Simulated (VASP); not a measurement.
# Mo (Im-3m) in VASP: a series of runs, part 2 of 2

VASP 6.6.1. Earlier steps stand in the parts before.

### 4 Single point, PBE

This run uses another cell than the first one: it holds 2 atoms, not 1.

File INCAR:

```
PREC = Accurate
ENCUT = 520
EDIFF = 1E-6
ISMEAR = -1
SIGMA = 0.1
LREAL = F
LASPH = T
NELM = 100
ALGO = Normal
ISIF = 2
LWAVE = F
LCHARG = T
GGA = PE
LELF = T
LVHAR = T
NBANDS = 21
```

File KPOINTS:

```
regular mesh
0
Gamma
  13 13 8
```

File POSCAR:

```
Mo
1.0
   -1.5804199498      1.5804199498      1.5804199498
    1.5804199498     -1.5804199498      1.5804199498
    3.1608398996      3.1608398996      0.0000000000
Mo
2
Direct
    0.0000000000      0.0000000000      0.0000000000
    0.5000000000      0.5000000000      0.5000000000
```

Potentials or basis: VASP PAW PBE potentials, release 64 (Mo_sv).

The run is started by

```sh
cat potpaw_PBE.64/Mo_sv/POTCAR > POTCAR
mpirun -np 1 vasp_std > vasp.out
```

OUTCAR:

```text
PREC = Accurate
   ENCUT = 520
   EDIFF = 1E-6
   ISMEAR = -1
   LREAL = F
   LASPH = T
   NELM = 100
   ISIF = 2
   GGA = PE

 ion  position               nearest neighbor table
   1  0.000  0.000  0.000-   2 2.74   2 2.74   2 2.74   2 2.74   2 3.16   2 3.16   2 3.16   2 3.16

   2  0.500  0.500  0.500-   1 2.74   1 2.74   1 2.74   1 2.74   1 3.16   1 3.16   1 3.16   1 3.16

  LATTYP: Found a base centered orthorhombic cell.
 ALAT       =     3.1608398996
 B/A-ratio  =     1.4142135624
 C/A-ratio  =     1.4142135624

  Lattice vectors:

 A1 = (  -1.5804199498,   1.5804199498,   1.5804199498)
 A2 = (   1.5804199498,  -1.5804199498,   1.5804199498)
 A3 = (   3.1608398996,   3.1608398996,   0.0000000000)

Analysis of symmetry for initial positions (statically):
=====================================================================
 Subroutine PRICEL returns following result:

  LATTYP: Found a body centered cubic cell.
 ALAT       =     3.1608398996

  Lattice vectors:

 A1 = (  -1.5804199498,   1.5804199498,  -1.5804199498)
 A2 = (  -1.5804199498,  -1.5804199498,   1.5804199498)
 A3 = (   1.5804199498,   1.5804199498,   1.5804199498)

   2 primitive cells build up your supercell.

 Routine SETGRP: Setting up the symmetry group for a
 base centered orthorhombic supercell.

 Subroutine GETGRP returns: Found  8 space group operations
 (whereof  8 operations were pure point group operations)
 out of a pool of  8 trial point group operations.

The static configuration has the point symmetry D_2h.

Analysis of symmetry for dynamics (positions and initial velocities):
=====================================================================
 Subroutine PRICEL returns following result:

  LATTYP: Found a body centered cubic cell.
 ALAT       =     3.1608398996

  Lattice vectors:

 A1 = (  -1.5804199498,   1.5804199498,  -1.5804199498)
 A2 = (  -1.5804199498,  -1.5804199498,   1.5804199498)
 A3 = (   1.5804199498,   1.5804199498,   1.5804199498)

   2 primitive cells build up your supercell.

 Routine SETGRP: Setting up the symmetry group for a
 base centered orthorhombic supercell.

 Subroutine GETGRP returns: Found  8 space group operations
 (whereof  8 operations were pure point group operations)
 out of a pool of  8 trial point group operations.

The dynamic configuration has the point symmetry D_2h.

 Subroutine INISYM returns: Found  8 space group operations
 (whereof  8 operations are pure point group operations),
 and found     2 'primitive' translations

----------------------------------------------------------------------------------------

                                     Primitive cell

  volume of cell :      15.7898

  direct lattice vectors                    reciprocal lattice vectors
    -1.580419950  1.580419950 -1.580419950    -0.316371607  0.316371607  0.000000000
    -1.580419950 -1.580419950  1.580419950    -0.316371607  0.000000000  0.316371607
     1.580419950  1.580419950  1.580419950     0.000000000  0.316371607  0.316371607

  length of vectors
     2.737367650  2.737367650  2.737367650     0.447417018  0.447417018  0.447417018

  position of ions in fractional coordinates (direct lattice)
     0.000000000  0.000000000  0.000000000

  ion indices of the primitive-cell ions
   primitive index   ion index
                 1           1

----------------------------------------------------------------------------------------

 KPOINTS: regular mesh

Automatic generation of k-mesh.
 Grid dimensions read from file:
 generate k-points for:   13   13    8

 Generating k-lattice:

  Cartesian coordinates                     Fractional coordinates (reciprocal lattice)
    -0.012168139  0.012168139  0.024336277     0.076923077  0.000000000  0.000000000
     0.012168139 -0.012168139  0.024336277     0.000000000  0.076923077  0.000000000
     0.019773225  0.019773225  0.000000000     0.000000000  0.000000000  0.125000000

  Length of vectors
     0.029805731  0.029805731  0.027963564

  Shift w.r.t. Gamma in fractional coordinates (k-lattice)
     0.000000000  0.000000000  0.000000000

 Subroutine IBZKPT returns following result:
 ===========================================

 Found    245 irreducible k-points:

 Following reciprocal coordinates:
            Coordinates               Weight
  0.000000  0.000000  0.000000      1.000000
  0.076923  0.000000  0.000000      4.000000
  0.153846  0.000000  0.000000      4.000000
  0.230769  0.000000  0.000000      4.000000
  0.307692  0.000000  0.000000      4.000000
  0.384615  0.000000  0.000000      4.000000
[... 16 lines left out ...]
  0.384615  0.153846  0.000000      4.000000
  0.461538  0.153846  0.000000      4.000000
 [... further k-points ...]
   k-points           NKPTS =    245   k-points in BZ     NKDIM =    245   number of bands    NBANDS=     21
   number of dos      NEDOS =    301   number of ions     NIONS =      2
   total plane-waves  NPLWV =  14400
   dimension x,y,z NGX =    20 NGY =   20 NGZ =   36
   dimension x,y,z NGXF=    40 NGYF=   40 NGZF=   72
   ions per type =               2
   NGX,Y,Z   is equivalent  to a cutoff of  12.15, 12.15, 13.39 a.u.
   NGXF,Y,Z  is equivalent  to a cutoff of  24.29, 24.29, 26.78 a.u.
 SYSTEM =  unknown system
   PREC   = accura    normal or accurate (medium, high low for compatibility)
   ISTART =      0    job   : 0-new  1-cont  2-samecut
   ICHARG =      2    charge: 1-file 2-atom 10-const
   ISPIN  =      1    spin polarized calculation?
   LNONCOLLINEAR =      F non collinear calculations
   LSORBIT =      F    spin-orbit coupling
   LASPH  =      T    aspherical Exc in radial PAW
   ENCUT  =  520.0 eV  38.22 Ry    6.18 a.u.   5.09  5.09  8.31*2*pi/ulx,y,z
   NELM   =    100;   NELMIN=  2; NELMDL= -5     # of ELM steps
   EDIFF  = 0.1E-05   stopping-criterion for ELM
   LREAL  =      F    real-space projection
   EDIFFG = 0.1E-04   stopping-criterion for IOM
   NSW    =      0    number of steps for IOM
   IBRION =     -1    ionic relax: 0-MD 1-quasi-New 2-CG
   NFREE  =      0    steps in history (QN), initial steepest desc. (CG)
   ISIF   =      2    stress and relaxation
   ISYM   =      2    0-nonsym 1-usesym 2-fastsym
   POTIM  = 0.5000    time-step for ionic-motion
   TEBEG  =    0.0;   TEEND  =   0.0 temperature during run
   PSTRESS=    0.0 pullay stress
   NELECT =      28.0000    total number of electrons
   NUPDOWN=      -1.0000    fix difference up-down
   EMIN   =  10.00;   EMAX   =-10.00  energy-range for DOS
   EFERMI =   0.00;   METHOD = LEGACY
   ISMEAR =    -1;   SIGMA  =   0.10  broadening in eV -4-tet -1-fermi 0-gaus
   EFERMI_NEDOS =   21; number of points for ismear=-14 and -15
   IALGO  =     38    algorithm
   IMIX   =      4    mixing-type and parameters
     AMIX     =   0.40;   BMIX     =  1.00
     AMIX_MAG =   1.60;   BMIX_MAG =  1.00
  volume/ion in A,a.u.               =      15.79       106.56
  Fermi-wavevector in a.u.,A,eV,Ry     =   1.572745  2.972057 33.654380  2.473527
  Thomas-Fermi vector in A             =   2.674133
   LORBIT       =      0    0 simple, 1 ext, 2 COOP (PROOUT), +10 PAW based schemes
   GGA     = PE    functional components
   LHFCALC =     F    Hartree Fock is set to
   AEXX    =    0.0000 exact exchange contribution
   IVDW    =     0    specifies the selected vdW correction
   LEPSILON=     F    determine dielectric tensor
   LRPA    =     F    only Hartree local field effects (RPA)
 non-spin polarized calculation
  energy-cutoff  :      520.00
  volume of cell :       31.58
 maximum number of plane-waves:       866
   NGX = 11   NGY = 11   NGZ = 17

 number of electron      27.9999998 magnetization

 Free energy of the ion-electron system (eV)
  ---------------------------------------------------
  ext. energy  EPLUGINS =         0.00000000
  ---------------------------------------------------
  free energy    TOTEN  =       -21.89687842 eV

  energy without entropy =      -21.85550695  energy(sigma->0) =      -21.87619268

 E-fermi :  12.4674     XC(G=0): -13.3338

 val. band max:       12.4601753650   @ k =   0.0769   0.0769   0.1250
 cond. band min:      12.4693818033   @ k =   0.3077   0.0769   0.0000
 fundamental gap:      0.0092064382
 Fermi energy:        12.4673830000

 k-point     1 :       0.0000    0.0000    0.0000
  band No.  band energies     occupation
      1     -48.8478      2.00000
      2     -48.5935      2.00000
      3     -23.4896      2.00000
      4     -22.5702      2.00000
      5     -22.1512      2.00000
      6     -22.1402      2.00000
[... 550 lines left out ...]
      5     -22.8258      2.00000
      6     -22.5477      2.00000
[... 13 lines left out ...]
     20      19.4289      0.00000
     21      24.7427      0.00000

 [... further k-points ...]
[... 5 lines left out ...]
  --------------------------------------------------------------------------------------
  -------------------------------------------------------------------------------------
  Total        0.1079853      0.1079853      0.0808898      0.0409846      0.0000000      0.0000000
  in kB        5.4785744      5.4785744      4.1039027      2.0793302      0.0000000      0.0000000
  external PRESSURE =       5.0203505 kB  Pullay stress =       0.0000000 kB

 VOLUME and BASIS-vectors are now :
 -----------------------------------------------------------------------------
  energy-cutoff  :      520.00
  volume of cell :       31.58
      direct lattice vectors                 reciprocal lattice vectors
    -1.580419950  1.580419950  1.580419950    -0.158185804  0.158185804  0.316371607
     1.580419950 -1.580419950  1.580419950     0.158185804 -0.158185804  0.316371607
     3.160839900  3.160839900  0.000000000     0.158185804  0.158185804  0.000000000

 POSITION                                       TOTAL-FORCE (eV/Angst)
 -----------------------------------------------------------------------------------
      0.00000      0.00000      0.00000         0.000000      0.000000      0.000000
      1.58042      1.58042      1.58042        -0.000000     -0.000000     -0.000000
 -----------------------------------------------------------------------------------
    total drift:                                0.000000      0.000000      0.000000

  FREE ENERGIE OF THE ION-ELECTRON SYSTEM (eV)
  ---------------------------------------------------
  free  energy   TOTEN  =       -21.8968784207 eV

  energy  without entropy=      -21.8555069451  energy(sigma->0) =      -21.87619268
```

OSZICAR:

```text
N       E                     dE             d eps       ncg     rms          rms(c)
DAV:   1     0.272381998878E+03    0.27238E+03   -0.16772E+04 10306   0.139E+03
DAV:   2    -0.175121219842E+02   -0.28989E+03   -0.28137E+03 11645   0.430E+02
DAV:   3    -0.232060073176E+02   -0.56939E+01   -0.56207E+01 11660   0.611E+01
DAV:   4    -0.232311900822E+02   -0.25183E-01   -0.25162E-01 11498   0.442E+00
DAV:   5    -0.232313661966E+02   -0.17611E-03   -0.17611E-03 11936   0.355E-01    0.203E+01
DAV:   6    -0.220617064402E+02    0.11697E+01   -0.21608E+00 11114   0.130E+01    0.543E+00
DAV:   7    -0.219052840373E+02    0.15642E+00   -0.41840E-01 12037   0.523E+00    0.131E+00
DAV:   8    -0.218967289331E+02    0.85551E-02   -0.89372E-03 10798   0.907E-01    0.297E-01
DAV:   9    -0.218968557826E+02   -0.12685E-03   -0.31696E-04 13400   0.183E-01    0.964E-02
DAV:  10    -0.218968780544E+02   -0.22272E-04   -0.28634E-05 10950   0.524E-02    0.122E-02
DAV:  11    -0.218968784207E+02   -0.36637E-06   -0.62203E-07  7815   0.599E-03
   1 F= -.21896878E+02 E0= -.21876193E+02  d E =-.413715E-01
```

It took 61 s on 1 thread of Intel Xeon Platinum 8375C at 2.90GHz (Ice Lake), shared host; peak memory 0.24 GiB.

What came out:

```
Free energy            : -21.8969 eV
Pressure               : 0.5 GPa
Band gap on the k mesh : zero (band 14 reaches 14.24 eV, above the bottom of band 15 at 11.61 eV)
```

Levels at points of the mesh, in eV from the Fermi level:
```tsv
k point	band 10	band 11	band 12	band 13	band 14	band 15	band 16	band 17	band 18	band 19
(0.00, 0.00, 0.00)	-5.30	-3.39	-1.38	-1.38	-1.38	1.56	1.61	1.61	1.63	2.25
(0.00, 0.00, 0.50)	-5.28	-2.50	-2.50	-1.58	-1.58	1.01	1.01	1.08	1.08	1.77
```

### 5 Overview

| task | cell | k mesh | cutoff (eV) | gap on the mesh (eV) | pressure (GPa) |
| --- | --- | --- | --- | --- | --- |
| single point | a = 2.737 Å, angles 109.5°, 1 atom | 19 × 19 × 19 | 520 | none | 0.5 |
| relaxation of cell and atoms | relaxed from a = 2.739 Å, angles 109.5°, 1 atom | 19 × 19 × 19 | 600 | none | 0.0 |
| single point | a = 2.737, b = 2.737, c = 4.470 Å, angles 90.0, 90.0, 109.5°, 2 atoms | 13 × 13 × 8 | 520 | none | 0.5 |

Alike in all rows: level PBE; potentials or basis VASP PAW PBE potentials, release 64 (Mo_sv); no spin polarisation; smearing fermi-dirac 0.1 eV.

Absolute energies hang on the potentials; compare differences alone.
